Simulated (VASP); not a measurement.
# In (R-3m) in VASP: single point with PBEsol

Aim: the single point of In with PBEsol.

Everything below comes from runs of VASP 6.6.1. Logs are shortened: lines on timing, memory, paths and dates and some standing lists are left out, and cuts for length are marked.

## 1. The cell of the first run

The structure is trigonal, space group R-3m (No. 166). Conventional cell: a = 3.339 Å, b = 3.339 Å, c = 24.622 Å, α = 90.00°, β = 90.00°, γ = 120.00°. Within 4.4 Å of In (site symmetry 3m) lie 12 In at 3.34 to 3.35 Å. Within 4.4 Å of In (site symmetry -3m) lie 12 In at 3.34 to 3.35 Å.

## 2. Single point, PBEsol, non-collinear spin, zero start, spin-orbit coupling

Contents of INCAR:

```
SYSTEM = In
PREC = Accurate
ENCUT = 520
EDIFF = 1E-7
ISMEAR = -1
SIGMA = 0.05
LREAL = .FALSE.
LASPH = .TRUE.
NELM = 150
ALGO = Normal
ISIF = 2
LWAVE = .FALSE.
LCHARG = .FALSE.
LNONCOLLINEAR = .TRUE.
MAGMOM = 0 0 0 0 0 0 0 0 0
LORBIT = 11
LSORBIT = .TRUE.
GGA_COMPAT = .FALSE.
LORBMOM = .TRUE.
GGA = PS
NBANDS = 52
KPAR = 4
```

Contents of KPOINTS:

```
regular mesh
0
G
  9 9 9
  0 0 0
```

Contents of POSCAR:

```
In
1.0
    1.6696368166      0.9639652655      8.2074632500
   -1.6696368166      0.9639652655      8.2074632500
    0.0000000000     -1.9279305310      8.2074632500
In
3
Direct
    0.2219877600      0.2219877600      0.2219877600
    0.7780122400      0.7780122400      0.7780122400
    0.0000000000      0.0000000000      0.0000000000
```

Potentials or basis: VASP PAW PBE potentials, release 64 (In_d).

The run is started by

```sh
$ cat potpaw_PBE.64/In_d/POTCAR > POTCAR
$ mpirun -np 4 vasp_ncl > vasp.out
```

OUTCAR:

```text
SYSTEM = In
   PREC = Accurate
   ENCUT = 520
   EDIFF = 1E-7
   ISMEAR = -1
   LREAL = .FALSE.
   LASPH = .TRUE.
   NELM = 150
   ISIF = 2
   LNONCOLLINEAR = .TRUE.
   LORBIT = 11
   LSORBIT = .TRUE.
   GGA = PS

 ion  position               nearest neighbor table
   1  0.222  0.222  0.222-   2 3.34   2 3.34   2 3.34   3 3.35   3 3.35   3 3.35
   2  0.778  0.778  0.778-   1 3.34   1 3.34   1 3.34   3 3.35   3 3.35   3 3.35
   3  0.000  0.000  0.000-   2 3.35   1 3.35   2 3.35   2 3.35   1 3.35   1 3.35

  LATTYP: Found a trigonal (rhomboedric) cell.
 ALAT       =     8.4308581492
 COS(alpha) =     0.9215612875

  Lattice vectors:

 A1 = (   1.6696368166,   0.9639652655,   8.2074632500)
 A2 = (  -1.6696368166,   0.9639652655,   8.2074632500)
 A3 = (   0.0000000000,  -1.9279305310,   8.2074632500)

Analysis of symmetry for initial positions (statically):
=====================================================================
 Subroutine PRICEL returns:
 Original cell was already a primitive cell.

 Routine SETGRP: Setting up the symmetry group for a
 trigonal (rhombohedral) supercell.

 Subroutine GETGRP returns: Found 12 space group operations
 (whereof 12 operations were pure point group operations)
 out of a pool of 12 trial point group operations.

The static configuration has the point symmetry D_3d.

Analysis of symmetry for dynamics (positions and initial velocities):
=====================================================================
 Subroutine PRICEL returns:
 Original cell was already a primitive cell.

 Routine SETGRP: Setting up the symmetry group for a
 trigonal (rhombohedral) supercell.

 Subroutine GETGRP returns: Found 12 space group operations
 (whereof 12 operations were pure point group operations)
 out of a pool of 12 trial point group operations.

The dynamic configuration has the point symmetry D_3d.

Analysis of structural, dynamic, and magnetic symmetry:
=====================================================================
 Subroutine PRICEL returns:
 Original cell was already a primitive cell.

 Routine SETGRP: Setting up the symmetry group for a
 trigonal (rhombohedral) supercell.

 Subroutine GETGRP returns: Found 12 space group operations
 (whereof 12 operations were pure point group operations)
 out of a pool of 12 trial point group operations.

The overall configuration has the point symmetry D_3d.

 Subroutine INISYM returns: Found 12 space group operations
 (whereof 12 operations are pure point group operations),
 and found     1 'primitive' translations

----------------------------------------------------------------------------------------

                                     Primitive cell

  volume of cell :      79.2581

  direct lattice vectors                    reciprocal lattice vectors
     1.669636817  0.963965265  8.207463250     0.299466324  0.172896963  0.040613442
    -1.669636817  0.963965265  8.207463250    -0.299466324  0.172896963  0.040613442
     0.000000000 -1.927930531  8.207463250     0.000000000 -0.345793926  0.040613442

  length of vectors
     8.430858149  8.430858149  8.430858149     0.348170778  0.348170778  0.348170778

  position of ions in fractional coordinates (direct lattice)
     0.221987760  0.221987760  0.221987760
     0.778012240  0.778012240  0.778012240
     0.000000000  0.000000000  0.000000000

  ion indices of the primitive-cell ions
   primitive index   ion index
                 1           1
                 2           2
                 3           3

----------------------------------------------------------------------------------------

 KPOINTS: regular mesh

Automatic generation of k-mesh.
 Grid dimensions read from file:
 generate k-points for:    9    9    9

 Generating k-lattice:

  Cartesian coordinates                     Fractional coordinates (reciprocal lattice)
[... 97 lines left out ...]

 number of electron      38.9999997 magnetization      -0.0000000      0.0000000     -0.0000000

 number of electron      38.9999997 magnetization       0.0000000     -0.0000000      0.0000000

 Free energy of the ion-electron system (eV)
  ---------------------------------------------------
  ext. energy  EPLUGINS =         0.00000000
  ---------------------------------------------------
  free energy    TOTEN  =        -9.01599570 eV

  energy without entropy =       -9.00166923  energy(sigma->0) =       -9.00883247

 E-fermi :   7.2296     XC(G=0): -10.3584

 val. band max:        7.1828575407   @ k =  -0.3333   0.3333   0.2222
 cond. band min:       7.2309416193   @ k =  -0.2222  -0.2222   0.1111
 fundamental gap:      0.0480840787
 Fermi energy:         7.2295551253

 k-point     1 :       0.0000    0.0000    0.0000
  band No.  band energies     occupation
      1      -7.7346      1.00000
      2      -7.7346      1.00000
      3      -7.7313      1.00000
      4      -7.7313      1.00000
      5      -7.7281      1.00000
      6      -7.7281      1.00000
[... 1285 lines left out ...]
     50      13.6262      0.00000
     51      13.9169      0.00000

 [... further k-points ...]

 [bands above 51 left out]

------------------------ aborting loop because EDIFF is reached ----------------------------------------

  FORCE on cell =-STRESS in cart. coord.  units (eV):
  Direction    XX          YY          ZZ          XY          YZ          ZX
  --------------------------------------------------------------------------------------
  -------------------------------------------------------------------------------------
  Total       -0.5037241     -0.5037241     -0.7829896      0.0000000     -0.0000000      0.0000000
  in kB      -10.1826245    -10.1826245    -15.8278877      0.0000000     -0.0000000      0.0000000
  external PRESSURE =     -12.0643789 kB  Pullay stress =       0.0000000 kB

 VOLUME and BASIS-vectors are now :
 -----------------------------------------------------------------------------
  energy-cutoff  :      520.00
  volume of cell :       79.26
      direct lattice vectors                 reciprocal lattice vectors
     1.669636817  0.963965265  8.207463250     0.299466324  0.172896963  0.040613442
    -1.669636817  0.963965265  8.207463250    -0.299466324  0.172896963  0.040613442
     0.000000000 -1.927930531  8.207463250     0.000000000 -0.345793926  0.040613442

 POSITION                                       TOTAL-FORCE (eV/Angst)
 -----------------------------------------------------------------------------------
      0.00000      0.00000      5.46587         0.000000     -0.000000     -0.020190
      0.00000      0.00000     19.15652         0.000000      0.000000      0.020190
      0.00000      0.00000      0.00000         0.000000      0.000000     -0.000000
 -----------------------------------------------------------------------------------
    total drift:                                0.000000     -0.000000     -0.000000

  FREE ENERGIE OF THE ION-ELECTRON SYSTEM (eV)
  ---------------------------------------------------
  free  energy   TOTEN  =        -9.0159957044 eV

  energy  without entropy=       -9.0016692313  energy(sigma->0) =       -9.00883247

 orbital moment (x)

 # of ion     p       d       tot
 ----------------------------------------
  1        -0.000  -0.000  -0.000
  2        -0.000  -0.000  -0.000
  3         0.000  -0.000  -0.000
 ----------------------------------------
           -0.000  -0.000  -0.000

 orbital moment (y)

 # of ion     p       d       tot
 ----------------------------------------
  1         0.000  -0.000  -0.000
  2         0.000  -0.000  -0.000
  3         0.000   0.000   0.000
 ----------------------------------------
            0.000  -0.000  -0.000

 orbital moment (z)

 # of ion     p       d       tot
 ----------------------------------------
  1         0.000  -0.000  -0.000
  2         0.000  -0.000  -0.000
  3         0.000   0.000   0.000
 ----------------------------------------
            0.000  -0.000  -0.000

 Spin-Orbit-Coupling matrix elements

 Ion:    1  E_soc:     -0.0707264
 l=   1
     0.0000000    -0.0054686    -0.0053639
    -0.0054686     0.0000000    -0.0054686
    -0.0053639    -0.0054686     0.0000000
 l=   2
     0.0000000    -0.0012738     0.0000000    -0.0012738    -0.0050800
    -0.0012738     0.0000000    -0.0038025    -0.0012820    -0.0012738
     0.0000000    -0.0038025     0.0000000    -0.0038025     0.0000000
    -0.0012738    -0.0012820    -0.0038025     0.0000000    -0.0012738
    -0.0050800    -0.0012738     0.0000000    -0.0012738     0.0000000
 l=   3
     0.0000000     0.0000000     0.0000000     0.0000000     0.0000000     0.0000000     0.0000000
     0.0000000     0.0000000     0.0000000     0.0000000     0.0000000     0.0000000     0.0000000
     0.0000000     0.0000000     0.0000000     0.0000000     0.0000000     0.0000000     0.0000000
     0.0000000     0.0000000     0.0000000     0.0000000     0.0000000     0.0000000     0.0000000
[... 29 lines left out ...]
 l=   2
     0.0000000    -0.0012733     0.0000000    -0.0012733    -0.0050835
    -0.0012733     0.0000000    -0.0038102    -0.0012757    -0.0012733
     0.0000000    -0.0038102     0.0000000    -0.0038102     0.0000000
    -0.0012733    -0.0012757    -0.0038102     0.0000000    -0.0012733
    -0.0050835    -0.0012733     0.0000000    -0.0012733     0.0000000
 l=   3
     0.0000000     0.0000000     0.0000000     0.0000000     0.0000000     0.0000000     0.0000000
     0.0000000     0.0000000     0.0000000     0.0000000     0.0000000     0.0000000     0.0000000
     0.0000000     0.0000000     0.0000000     0.0000000     0.0000000     0.0000000     0.0000000
     0.0000000     0.0000000     0.0000000     0.0000000     0.0000000     0.0000000     0.0000000
     0.0000000     0.0000000     0.0000000     0.0000000     0.0000000     0.0000000     0.0000000
     0.0000000     0.0000000     0.0000000     0.0000000     0.0000000     0.0000000     0.0000000
     0.0000000     0.0000000     0.0000000     0.0000000     0.0000000     0.0000000     0.0000000

 total charge

# of ion       s       p       d       tot
------------------------------------------
    1        0.998   0.485   9.849  11.333
    2        0.998   0.485   9.849  11.333
    3        1.003   0.478   9.850  11.331
--------------------------------------------------
tot          3.000   1.449  29.548  33.997

 magnetization (x)

# of ion       s       p       d       tot
------------------------------------------
    1        0.000  -0.000   0.000   0.000
    2        0.000  -0.000   0.000   0.000
    3        0.000  -0.000  -0.000   0.000
--------------------------------------------------
tot          0.000  -0.000  -0.000   0.000

 magnetization (y)

# of ion       s       p       d       tot
------------------------------------------
    1        0.000   0.000   0.000   0.000
    2        0.000   0.000   0.000   0.000
    3       -0.000   0.000   0.000  -0.000
--------------------------------------------------
tot         -0.000   0.000   0.000  -0.000

 magnetization (z)

# of ion       s       p       d       tot
------------------------------------------
    1        0.000   0.000   0.000   0.000
    2        0.000   0.000   0.000   0.000
    3        0.000   0.000   0.000   0.000
--------------------------------------------------
tot          0.000   0.000   0.000   0.000
```

It took 33 min on 4 MPI ranks of AMD EPYC 7R13 (Zen 3), shared host; peak memory 1.7 GiB.

Results:

| Quantity | Value |
| --- | --- |
| Free energy | -9.0160 eV |
| Pressure | -1.2 GPa |
| Largest force | 0.020 eV/Å |
| Net moment | 0.00 μB per cell |
| Valence electrons inside the program's atomic spheres | In 11.33 |

Forces in eV/Å, atoms in the order of the input:
```
In   0.000  0.000 -0.020
In   0.000  0.000  0.020
In   0.000  0.000  0.000
```

Moments on the atoms (μB; x, y, z):
```
In  0.00 0.00 0.00
In  0.00 0.00 0.00
In  0.00 0.00 0.00
```

Caveat: the PAW data sets were made with another functional, which shifts forces and pressure a little.
